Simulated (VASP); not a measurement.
Here is a VASP 6.6.1 calculation.

File INCAR:

```
  PREC = Accurate
  ENCUT = 520
  EDIFF = 1E-7
  ISMEAR = 0
  SIGMA = 0.15
  LREAL = F
  LASPH = T
  NELM = 150
  ALGO = Fast
  ISIF = 2
  LWAVE = F
  LCHARG = F
  ISPIN = 2
  MAGMOM = 0.1 0.1
  LORBIT = 11
  NUPDOWN = 0.2
  LMAXMIX = 4
  GGA = CA
  NBANDS = 21
```

KPOINTS

```
regular mesh
0
Gamma
  21 21 10
```

Contents of POSCAR:

```
Pt
1.0
    2.6244633715      0.0000000000      0.0000000000
   -1.3122316858      2.2728519510      0.0000000000
    0.0000000000      0.0000000000      4.5317559673
Pt
2
Direct
    0.6666666667      0.3333333333      0.7500000000
    0.3333333333      0.6666666667      0.2500000000
```

Potentials or basis: VASP PAW LDA potentials, release 64 (Pt).

The run is started by

```bash
$ cat potpaw_LDA.64/Pt/POTCAR > POTCAR
$ mpirun -np 1 vasp_std > vasp.out
```

Task: What does it give for the pressure?

Result: 38.1 GPa.

Stress tensor (GPa, compression positive):
```
40.05  0.00  0.00
 0.00 40.05  0.00
 0.00  0.00 34.15
```

Caveat: the cell stands under pressure; the total moment is fixed, so each spin has its own Fermi level.
